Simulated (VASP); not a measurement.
# ZnS (P1) in VASP: a series of runs

Runs on ZnS. Level: r2SCAN. Tasks: single point.

Program: VASP 6.6.1. These are calculated values, not measurements. Logs are shortened: lines on timing, memory, paths and dates and some standing lists are left out, and cuts for length are marked.

## (1) The cell of the first run

The typed cell holds 16 atoms: a = 7.179 Å, b = 7.179 Å, c = 5.880 Å, α = 90.00°, β = 90.00°, γ = 120.00°.

## (2) Single point, r2SCAN

Contents of POSCAR:

```
ZnS
1.0
    7.1791809626     -0.0000000001      0.0000000000
   -3.5895904813      6.2173530920      0.0000000000
    0.0000000000      0.0000000000      5.8799973210
Zn S
8 8
Direct
    0.0072749633      0.0134562086      0.0165426946
    0.0065598542     -0.0028687449      0.4964755663
   -0.0020720087      0.4944173114     -0.0061311252
   -0.0084258265      0.4874894437      0.4916670607
    0.4846162282      0.0074661997     -0.0004948982
    0.5237133847      0.0170033772      0.5128553357
    0.5074330087      0.5057087725     -0.0241979702
    0.4998680098      0.4981367399      0.4987400232
    0.1784206091      0.3527686087      0.2472977317
    0.3195223086      0.1625685376      0.7695836840
    0.1528847391      0.8113171193      0.2579870223
    0.3482486687      0.6855222692      0.7618673539
    0.6425784743      0.3144526250      0.2658208694
    0.8189068701      0.1594487213      0.7357136005
    0.6622201940      0.8198527452      0.2426317432
    0.8385376468      0.6516332497      0.7487559534
```

Contents of INCAR.step1:

```
SYSTEM = ZnS
PREC     = Accurate       ! precision mode
ENCUT    = 520            ! plane-wave cutoff, eV
ISMEAR   = -1             ! smearing method
SIGMA    = 0.069          ! smearing width, eV
LREAL    = Auto         
LASPH    = .True.         ! aspherical terms in the spheres
NELM     = 80             ! most SCF steps
NBANDS   = 86             ! bands
GGA      = PE             ! functional
ALGO     = Normal         ! electronic algorithm
EDIFF    = 1E-4           ! SCF threshold, eV
LWAVE    = .True.         ! write WAVECAR
LCHARG   = .False.        ! write CHGCAR
```

Contents of INCAR.step2:

```
SYSTEM = ZnS
PREC     = Accurate       ! precision mode
ENCUT    = 520            ! plane-wave cutoff, eV
EDIFF    = 1E-6           ! SCF threshold, eV
ISMEAR   = -1             ! smearing method
SIGMA    = 0.069          ! smearing width, eV
LREAL    = Auto         
LASPH    = .True.         ! aspherical terms in the spheres
NELM     = 80             ! most SCF steps
ALGO     = Normal         ! electronic algorithm
ISIF     = 2              ! what is computed and relaxed
LWAVE    = .False.        ! write WAVECAR
LCHARG   = .False.        ! write CHGCAR
METAGGA  = R2SCAN         ! meta-GGA
LMIXTAU  = .True.       
NBANDS   = 86             ! bands
ISTART   = 1
```

Contents of KPOINTS:

```
Automatic mesh
0
Gamma
  3 3 2
  0 0 0
```

Potentials or basis: VASP PAW PBE potentials, release 64 (Zn, S).

Command:

```sh
cat potpaw_PBE.64/Zn/POTCAR potpaw_PBE.64/S/POTCAR > POTCAR
cp INCAR.step1 INCAR
mpirun -np 1 vasp_std > vasp.out
cp INCAR.step2 INCAR
mpirun -np 1 vasp_std > vasp.out
```

OUTCAR:

```text
SYSTEM = ZnS
   PREC = Accurate
   ENCUT = 520
   EDIFF = 1E-6
   ISMEAR = -1
   LREAL = Auto
   LASPH = .True.
   NELM = 80
   ISIF = 2
   METAGGA = R2SCAN
   ISTART = 1

 ion  position               nearest neighbor table
   1  0.007  0.013  0.017-  10 2.42   9 2.51  15 2.53  11 2.59  14 2.66  16 2.75   2 2.82
   2  0.007  0.997  0.496-  11 2.50  10 2.52  14 2.59  15 2.61  16 2.61   9 2.65   1 2.82
   3  0.998  0.494  0.994-  16 2.44   9 2.50  11 2.51  12 2.57  14 2.58  13 2.73   4 2.93   4 2.95

   4  0.992  0.487  0.492-  11 2.44   9 2.47  16 2.49  14 2.49  13 2.54  12 2.73   3 2.93   3 2.95

   5  0.485  0.007  1.000-  10 2.41  12 2.45  13 2.47  11 2.57  14 2.60  15 2.68   6 2.87   6 3.03

   6  0.524  0.017  0.513-  14 2.26  13 2.36  12 2.53  15 2.63  10 2.66  11 2.75   5 2.87   5 3.03

   7  0.507  0.506  0.976-  12 2.46  10 2.46  16 2.46  15 2.51   9 2.60  13 2.66   8 2.81
   8  0.500  0.498  0.499-  13 2.45   9 2.49  15 2.50  16 2.57  12 2.62  10 2.63   7 2.81
   9  0.178  0.353  0.247-   4 2.47   8 2.49   3 2.50   1 2.51   7 2.60   2 2.65
  10  0.320  0.163  0.770-   5 2.41   1 2.42   7 2.46   2 2.52   8 2.63   6 2.66
  11  0.153  0.811  0.258-   4 2.44   2 2.50   3 2.51   5 2.57   1 2.59   6 2.75
  12  0.348  0.686  0.762-   5 2.45   7 2.46   6 2.53   3 2.57   8 2.62   4 2.73
  13  0.643  0.314  0.266-   6 2.36   8 2.45   5 2.47   4 2.54   7 2.66   3 2.73
  14  0.819  0.159  0.736-   6 2.26   4 2.49   3 2.58   2 2.59   5 2.60   1 2.66
  15  0.662  0.820  0.243-   8 2.50   7 2.51   1 2.53   2 2.61   6 2.63   5 2.68
  16  0.839  0.652  0.749-   3 2.44   7 2.46   4 2.49   8 2.57   2 2.61   1 2.75

  LATTYP: Found a hexagonal cell.
 ALAT       =     7.1791809626
 C/A-ratio  =     0.8190345600

  Lattice vectors:

 A1 = (   7.1791809626,  -0.0000000001,   0.0000000000)
 A2 = (  -3.5895904813,   6.2173530920,   0.0000000000)
 A3 = (   0.0000000000,   0.0000000000,   5.8799973210)

Analysis of symmetry for initial positions (statically):
=====================================================================
 Subroutine PRICEL returns:
 Original cell was already a primitive cell.

 Routine SETGRP: Setting up the symmetry group for a
 hexagonal supercell.

 Subroutine GETGRP returns: Found  1 space group operations
 (whereof  1 operations were pure point group operations)
 out of a pool of 24 trial point group operations.

The static configuration has the point symmetry C_1 .

Analysis of symmetry for dynamics (positions and initial velocities):
=====================================================================
 Subroutine PRICEL returns:
 Original cell was already a primitive cell.

 Routine SETGRP: Setting up the symmetry group for a
 hexagonal supercell.

 Subroutine GETGRP returns: Found  1 space group operations
 (whereof  1 operations were pure point group operations)
 out of a pool of 24 trial point group operations.

The dynamic configuration has the point symmetry C_1 .

 Subroutine INISYM returns: Found  1 space group operations
 (whereof  1 operations are pure point group operations),
 and found     1 'primitive' translations

----------------------------------------------------------------------------------------

                                     Primitive cell

  volume of cell :     262.4566

  direct lattice vectors                    reciprocal lattice vectors
     7.179180963 -0.000000000  0.000000000     0.139291655  0.080420075  0.000000000
    -3.589590481  6.217353092  0.000000000     0.000000000  0.160840149  0.000000000
     0.000000000  0.000000000  5.879997321     0.000000000  0.000000000  0.170068105

  length of vectors
     7.179180963  7.179180963  5.879997321     0.160840149  0.160840149  0.170068105

  position of ions in fractional coordinates (direct lattice)
     0.007274963  0.013456209  0.016542695
     0.006559854  0.997131255  0.496475566
     0.997927991  0.494417311  0.993868875
     0.991574173  0.487489444  0.491667061
     0.484616228  0.007466200  0.999505102
     0.523713385  0.017003377  0.512855336
[... 8 lines left out ...]
     0.662220194  0.819852745  0.242631743
     0.838537647  0.651633250  0.748755953

  ion indices of the primitive-cell ions
   primitive index   ion index
                 1           1
                 2           2
                 3           3
                 4           4
                 5           5
                 6           6
[... 8 lines left out ...]
                15          15
                16          16

----------------------------------------------------------------------------------------

 KPOINTS: Automatic mesh

Automatic generation of k-mesh.
 Grid dimensions read from file:
 generate k-points for:    3    3    2

 Generating k-lattice:

  Cartesian coordinates                     Fractional coordinates (reciprocal lattice)
     0.046430552  0.026806692  0.000000000     0.333333333  0.000000000  0.000000000
     0.000000000  0.053613383  0.000000000     0.000000000  0.333333333  0.000000000
     0.000000000  0.000000000  0.085034052     0.000000000  0.000000000  0.500000000

  Length of vectors
     0.053613383  0.053613383  0.085034052

  Shift w.r.t. Gamma in fractional coordinates (k-lattice)
     0.000000000  0.000000000  0.000000000

 Subroutine IBZKPT returns following result:
 ===========================================

 Found     10 irreducible k-points:

 Following reciprocal coordinates:
            Coordinates               Weight
  0.000000  0.000000  0.000000      1.000000
  0.333333  0.000000  0.000000      2.000000
  0.000000  0.333333  0.000000      2.000000
 -0.333333  0.333333  0.000000      2.000000
  0.333333  0.333333  0.000000      2.000000
  0.000000  0.000000  0.500000      1.000000
  0.333333  0.000000  0.500000      2.000000
  0.000000  0.333333  0.500000      2.000000
 -0.333333  0.333333  0.500000      2.000000
  0.333333  0.333333  0.500000      2.000000
   k-points           NKPTS =     10   k-points in BZ     NKDIM =     10   number of bands    NBANDS=     86
   number of dos      NEDOS =    301   number of ions     NIONS =     16
   total plane-waves  NPLWV = 139968
   dimension x,y,z NGX =    54 NGY =   54 NGZ =   48
   dimension x,y,z NGXF=   108 NGYF=  108 NGZF=   96
   ions per type =               8   8
   NGX,Y,Z   is equivalent  to a cutoff of  12.50, 12.50, 13.57 a.u.
   NGXF,Y,Z  is equivalent  to a cutoff of  25.01, 25.01, 27.14 a.u.
 SYSTEM =  ZnS
   PREC   = accura    normal or accurate (medium, high low for compatibility)
   ISTART =      1    job   : 0-new  1-cont  2-samecut
   ICHARG =      0    charge: 1-file 2-atom 10-const
   ISPIN  =      1    spin polarized calculation?
   LNONCOLLINEAR =      F non collinear calculations
   LSORBIT =      F    spin-orbit coupling
   LASPH  =      T    aspherical Exc in radial PAW
   ENCUT  =  520.0 eV  38.22 Ry    6.18 a.u.  13.35 13.35 10.93*2*pi/ulx,y,z
   NELM   =     80;   NELMIN=  2; NELMDL=  0     # of ELM steps
   EDIFF  = 0.1E-05   stopping-criterion for ELM
   LREAL  =      T    real-space projection
   EDIFFG = 0.1E-04   stopping-criterion for IOM
   NSW    =      0    number of steps for IOM
   IBRION =     -1    ionic relax: 0-MD 1-quasi-New 2-CG
   NFREE  =      0    steps in history (QN), initial steepest desc. (CG)
   ISIF   =      2    stress and relaxation
   ISYM   =      2    0-nonsym 1-usesym 2-fastsym
   POTIM  = 0.5000    time-step for ionic-motion
   TEBEG  =    0.0;   TEEND  =   0.0 temperature during run
   PSTRESS=    0.0 pullay stress
   NELECT =     144.0000    total number of electrons
   NUPDOWN=      -1.0000    fix difference up-down
   EMIN   =  10.00;   EMAX   =-10.00  energy-range for DOS
   EFERMI =   0.00;   METHOD = LEGACY
   ISMEAR =    -1;   SIGMA  =   0.07  broadening in eV -4-tet -1-fermi 0-gaus
   EFERMI_NEDOS =   21; number of points for ismear=-14 and -15
   IALGO  =     38    algorithm
   IMIX   =      4    mixing-type and parameters
     AMIX     =   0.40;   BMIX     =  1.00
     AMIX_MAG =   1.60;   BMIX_MAG =  1.00
  volume/ion in A,a.u.               =      16.40       110.70
  Fermi-wavevector in a.u.,A,eV,Ry     =   1.340221  2.532651 24.438687  1.796193
  Thomas-Fermi vector in A             =   2.468551
   LORBIT       =      0    0 simple, 1 ext, 2 COOP (PROOUT), +10 PAW based schemes
   METAGGA = R2SCAN    functional components
   LHFCALC =     F    Hartree Fock is set to
   AEXX    =    0.0000 exact exchange contribution
   IVDW    =     0    specifies the selected vdW correction
   LEPSILON=     F    determine dielectric tensor
   LRPA    =     F    only Hartree local field effects (RPA)
 non-spin polarized calculation
  energy-cutoff  :      520.00
  volume of cell :      262.46
 maximum number of plane-waves:      7083
 NGX is ok and might be reduce to    54
   NGX = 27   NGY = 27   NGZ = 21

 number of electron     144.0000002 magnetization

 Free energy of the ion-electron system (eV)
  ---------------------------------------------------
  ext. energy  EPLUGINS =         0.00000000
  ---------------------------------------------------
  free energy    TOTEN  =      -145.00923605 eV

  energy without entropy =     -145.00864398  energy(sigma->0) =     -145.00894001

 E-fermi :   4.2521     XC(G=0): -11.4649

 val. band max:        3.7619960035   @ k =   0.0000   0.3333   0.0000
 cond. band min:       4.6671100831   @ k =   0.3333   0.3333   0.0000
 fundamental gap:      0.9051140797
 Fermi energy:         4.2521489822

 k-point     1 :       0.0000    0.0000    0.0000
  band No.  band energies     occupation
      1     -10.7749      2.00000
      2      -9.2297      2.00000
      3      -9.1968      2.00000
      4      -9.0629      2.00000
      5      -9.0209      2.00000
      6      -8.8288      2.00000
[... 76 lines left out ...]
     83       8.4426      0.00000
     84       9.8239      0.00000

 k-point     2 :       0.3333    0.0000    0.0000
  band No.  band energies     occupation
      1     -10.4903      2.00000
      2      -9.7579      2.00000
      3      -9.2286      2.00000
      4      -9.1812      2.00000
      5      -8.9741      2.00000
      6      -8.8527      2.00000
[... 685 lines left out ...]
     83      10.1475      0.00000
     84      10.3224      0.00000

 k-point    10 :       0.3333    0.3333    0.5000
  band No.  band energies     occupation
      1      -9.7157      2.00000
      2      -9.6065      2.00000
      3      -9.4670      2.00000
      4      -9.3973      2.00000
      5      -9.2902      2.00000
      6      -9.1554      2.00000
[... 76 lines left out ...]
     83      10.5477      0.00000
     84      10.6470      0.00000
 [bands above 84 left out]

------------------------ aborting loop because EDIFF is reached ----------------------------------------

  FORCE on cell =-STRESS in cart. coord.  units (eV):
  Direction    XX          YY          ZZ          XY          YZ          ZX
  --------------------------------------------------------------------------------------
  -------------------------------------------------------------------------------------
  Total        2.7853739      1.5802884      2.6567562      0.2611109      0.0649383      1.2192050
  in kB       17.0034294      9.6469357     16.2182774      1.5939621      0.3964185      7.4426867
  external PRESSURE =      14.2895475 kB  Pullay stress =       0.0000000 kB

 VOLUME and BASIS-vectors are now :
 -----------------------------------------------------------------------------
  energy-cutoff  :      520.00
  volume of cell :      262.46
      direct lattice vectors                 reciprocal lattice vectors
     7.179180963 -0.000000000  0.000000000     0.139291655  0.080420075  0.000000000
    -3.589590481  6.217353092  0.000000000     0.000000000  0.160840149  0.000000000
     0.000000000  0.000000000  5.879997321     0.000000000  0.000000000  0.170068105

 POSITION                                       TOTAL-FORCE (eV/Angst)
 -----------------------------------------------------------------------------------
      0.00393      0.08366      0.09727        -0.177215     -0.353491      0.102823
     -3.53220      6.19952      2.91927        -0.134825     -0.263372     -0.039904
      5.38955      3.07397      5.84395         0.048351      0.233876     -0.076976
      5.36880      3.03089      2.89100         0.023488      0.096397      0.105040
      3.45235      0.04642      5.87709         0.172486     -0.365705      0.485356
      3.69880      0.10572      3.01559        -0.571084     -0.872936     -0.626808
[... 8 lines left out ...]
      1.81126      5.09731      1.42667         0.367340      0.605716      0.123654
      3.68092      4.05143      4.40268        -0.354195      0.176560      0.064697
 -----------------------------------------------------------------------------------
    total drift:                               -0.005128     -0.107550      0.013270

  FREE ENERGIE OF THE ION-ELECTRON SYSTEM (eV)
  ---------------------------------------------------
  free  energy   TOTEN  =      -145.0092360455 eV

  energy  without entropy=     -145.0086439763  energy(sigma->0) =     -145.00894001
```

It took 46 min on 1 thread of Intel Xeon 8259CL, shared host; peak memory 0.48 GiB.

What came out:

* Free energy: -145.0092 eV
* Pressure: 1.4 GPa
* Largest force: 1.612 eV/Å
* Band gap on the k mesh: 0.91 eV (least direct gap 1.44 eV)

Forces on the atoms (eV/Å):
```
Zn  -0.177 -0.353  0.103
Zn  -0.135 -0.263 -0.040
Zn   0.048  0.234 -0.077
Zn   0.023  0.096  0.105
Zn   0.172 -0.366  0.485
Zn  -0.571 -0.873 -0.627
Zn  -0.036  0.285  0.200
Zn   0.052  0.299 -0.107
S   -0.308 -0.746  0.159
S   -0.332  0.078 -0.351
S   -0.096  0.729  0.036
S   -0.183 -0.539 -0.412
S    0.227  0.149 -0.481
S    1.301  0.486  0.818
S    0.367  0.606  0.124
S   -0.354  0.177  0.065
```

Stress tensor (GPa, compression positive):
```
1.70 0.16 0.74
0.16 0.96 0.04
0.74 0.04 1.62
```

Caveat: the k points lie up to 0.53 Å⁻¹ apart; the PAW data sets were made with another functional, which shifts forces and pressure a little.

## (3) Single point, r2SCAN

Contents of POSCAR:

```
ZnS
1.0
    7.1791809626     -0.0000000001      0.0000000000
   -3.5895904813      6.2173530920      0.0000000000
    0.0000000000      0.0000000000      5.8799973210
Zn S
8 8
Direct
    0.0111828174      0.0234334447      0.0341302877
    0.0109641176     -0.0080370214      0.4929736940
   -0.0024102344      0.4910753748     -0.0130809583
   -0.0163635186      0.4758997850      0.4842408669
    0.4688542168      0.0112364537      0.0037319745
    0.5383826068      0.0252720085      0.5194090802
    0.5159126426      0.5144189099     -0.0458927080
    0.5015037131      0.4992700196      0.4961973349
    0.1780136910      0.3579122767      0.2480278341
    0.3016968548      0.1600615222      0.7814671928
    0.1447864024      0.8033085665      0.2661980805
    0.3548655656      0.6941878539      0.7651753486
    0.6242838964      0.2989839844      0.2717353279
    0.8306232648      0.1613609498      0.7383768670
    0.6693532939      0.8177989773      0.2382138840
    0.8392231515      0.6399676745      0.7484981301
```

Contents of INCAR.step1:

```
  ALGO = Normal
  EDIFF = 1E-4
  ENCUT = 520
  GGA = PE
  ISMEAR = -1
  LASPH = True
  LCHARG = False
  LREAL = Auto
  LWAVE = True
  NBANDS = 86
  NELM = 80
  PREC = Accurate
  SIGMA = 0.069
```

Contents of INCAR.step2:

```
  ALGO = Normal
  EDIFF = 1E-6
  ENCUT = 520
  ISIF = 2
  ISMEAR = -1
  ISTART = 1
  LASPH = True
  LCHARG = False
  LMIXTAU = True
  LREAL = Auto
  LWAVE = False
  METAGGA = R2SCAN
  NBANDS = 86
  NELM = 80
  PREC = Accurate
  SIGMA = 0.069
```

Contents of KPOINTS:

```
k-points
0
Gamma
  3 3 2
```

Potentials or basis: VASP PAW PBE potentials, release 64 (Zn, S).

Command:

```sh
cat potpaw_PBE.64/Zn/POTCAR potpaw_PBE.64/S/POTCAR > POTCAR
cp INCAR.step1 INCAR
mpirun -np 1 vasp_std > vasp.out
cp INCAR.step2 INCAR
mpirun -np 1 vasp_std > vasp.out
```

Wall time 39 min (1 thread of Intel Xeon 8259CL, shared host); peak memory 0.48 GiB.

The run converged. Its results:

* Free energy: -144.7103 eV
* Pressure: 2.9 GPa
* Largest force: 1.483 eV/Å
* Band gap on the k mesh: 1.08 eV (least direct gap 1.61 eV)

Forces in eV/Å, atoms in the order of the input:
```
Zn  -0.348 -0.430  0.102
Zn  -0.192 -0.203  0.228
Zn   0.202  0.294 -0.028
Zn  -0.045  0.096  0.075
Zn   0.254 -0.588  0.388
Zn  -0.535 -1.313 -0.435
Zn  -0.200  0.321  0.497
Zn   0.000  0.342 -0.368
S   -0.209 -0.552  0.267
S    0.140  0.165 -0.599
S    0.101  0.696 -0.202
S   -0.242 -0.355 -0.485
S    0.374  0.461 -0.499
S    1.037  0.323  0.846
S    0.132  0.492  0.323
S   -0.469  0.250 -0.110
```

Stress tensor (GPa, compression positive):
```
 3.55  0.06  1.00
 0.06  1.92 -0.20
 1.00 -0.20  3.27
```

Levels at points of the mesh, in eV from the valence-band top:
| k point | band 70 | band 71 | band 72 | band 73 | band 74 | band 75 |
| --- | --- | --- | --- | --- | --- | --- |
| (0.00, 0.00, 0.00) | -0.29 | -0.15 | -0.08 | 2.10 | 2.68 | 3.03 |
| (0.00, 0.00, 0.50) | -0.47 | -0.40 | -0.24 | 2.29 | 2.34 | 2.51 |

Caveat: the k points lie up to 0.53 Å⁻¹ apart; the PAW data sets were made with another functional, which shifts forces and pressure a little. A k mesh can miss the band edges.
